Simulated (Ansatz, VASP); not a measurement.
# Hf2TeW2S: VASP beside Ansatz

File INCAR:

```
ALGO = Normal
EDIFF = 1E-6
ENCUT = 520
GGA = PE
ISIF = 2
ISMEAR = 0
LASPH = True
LCHARG = False
LREAL = False
LWAVE = False
NBANDS = 39
NELM = 60
PREC = Accurate
SIGMA = 0.1
```

File KPOINTS:

```
k-points
0
Gamma
  4 4 4
```

File POSCAR:

```
Hf2TeW2S
1.0
    4.6314531400      0.0000000000      0.0000000000
    0.0000000000      4.6314531400      0.0000000000
    0.0000000000      0.0000000000      6.5370505500
Hf Te W S
2 1 2 1
Direct
    0.5000000000      0.5000000000      0.0000000000
    0.0000000000      0.0000000000      0.5000000000
    0.0000000000      0.0000000000      0.0000000000
    0.5000000000      0.0000000000      0.7581456300
    0.0000000000      0.5000000000      0.2418543700
    0.5000000000      0.5000000000      0.5000000000
```

Input for Ansatz:

```yaml
crystal:
  lattice:
    - [4.63145314, 0.0, 0.0]
    - [0.0, 4.63145314, 0.0]
    - [0.0, 0.0, 6.53705055]
  atoms:
    - { symbol: Hf, position: [0.5, 0.5, 0.0] }
    - { symbol: Hf, position: [0.0, 0.0, 0.5] }
    - { symbol: Te, position: [0.0, 0.0, 0.0] }
    - { symbol: W, position: [0.5, 0.0, 0.75814563] }
    - { symbol: W, position: [0.0, 0.5, 0.24185437] }
    - { symbol: S, position: [0.5, 0.5, 0.5] }
basis:
  ecutwfc: 420
kpoints:
  mp_grid: { grid: [4, 4, 4] }
hamiltonian:
  xc: pbe
scf:
  occupations: { method: gaussian, width: 0.1 }
  lower_state_search: "off"
output:
  forces: true
  stress: true
  eigenvalues: true
```

Change from the starting cell: species swapped into the Li2MgCdP2 type (P-4m2, No. 115).

Alike in both runs: task single point; functional PBE; k mesh 4 × 4 × 4; occupations gaussian, width 0.1 eV; no spin polarisation.

|  | VASP | Ansatz |
| --- | --- | --- |
| version | VASP 6.6.1 | Ansatz 0.2.0 |
| potentials or method | VASP PAW PBE potentials, release 64 (Hf_pv, Te, W_sv, S), cutoff 520 eV | scalar-relativistic, plane waves, PAW |
| valence electrons in the cell | 60 | 102 |

Ansatz gave:

* gap on the k mesh at the Fermi level (eV): none
* pressure (GPa): -7.4
* traceless stress, the component that is largest in VASP (GPa): -0.33
* rms of the force components (eV/Å): 0.364

**Question.** What did VASP give for the same quantities?

**Answer.** gap on the k mesh at the Fermi level (eV): none; pressure (GPa): -7.7; traceless stress, the component that is largest in VASP (GPa): -0.33; rms of the force components (eV/Å): 0.363.

Atom by atom the forces differ by 0.001 eV/Å (rms over components). A gap of «none» marks a metal or a gap that the smearing closes. VASP's potentials hold 60 valence electrons a cell and Ansatz's 102, so a difference there can come from the potentials and not from the codes.

Neither program's run includes spin-orbit coupling.
